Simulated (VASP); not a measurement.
Set up this calculation in VASP 6.6.1, as the native input.

| Property | Result |
| --- | --- |
| Task | single point |
| Functional | PBE |
| Potentials or basis | VASP PAW PBE potentials, release 64 (W_sv) |
| Cutoff | 520 eV |
| k mesh | 22 × 22 × 22 |
| Occupations | gaussian, width 0.15 eV |
| Spin | no spin polarisation |
| Dipole correction | no |
| Further INCAR settings | ALGO = Fast; EDIFF = 1e-07; NBANDS = 13 |

The structure of W lies in POSCAR:

```
W
1.0
   -1.7532085858      1.5548361687      1.5548361687
    1.5548361687     -1.7532085858      1.5548361687
    1.5548361687      1.5548361687     -1.7532085858
W
1
Direct
    0.0000000000      0.0000000000      0.0000000000
```

The input as run:

INCAR

```
SYSTEM = W
PREC     = Accurate       ! precision mode
ENCUT    = 520            ! plane-wave cutoff, eV
EDIFF    = 1E-7           ! SCF threshold, eV
ISMEAR   = 0              ! smearing method
SIGMA    = 0.15           ! smearing width, eV
LREAL    = .False.        ! projectors in reciprocal space
LASPH    = .True.         ! aspherical terms in the spheres
NELM     = 80             ! most SCF steps
ALGO     = Fast           ! electronic algorithm
ISIF     = 2              ! what is computed and relaxed
LWAVE    = .False.        ! write WAVECAR
LCHARG   = .False.        ! write CHGCAR
GGA      = PE             ! functional
NBANDS   = 13             ! bands
```

KPOINTS

```
Automatic mesh
0
Gamma
  22 22 22
  0 0 0
```

Potentials or basis: VASP PAW PBE potentials, release 64 (W_sv).

Run with:

```console
$ cat potpaw_PBE.64/W_sv/POTCAR > POTCAR
$ mpirun -np 1 vasp_std > vasp.out
```

It gave:

The pressure is 44.8 GPa. The band gap on the k mesh is zero (bands 7 and 8 overlap by 5.33 eV).

Caveat: the cell stands under pressure; spin-orbit coupling is left out, which moves the levels of the heavy elements.

Wall time 4.8 min on 1 thread of Intel Xeon 8259CL, on a shared host, peak memory 0.3 GiB.
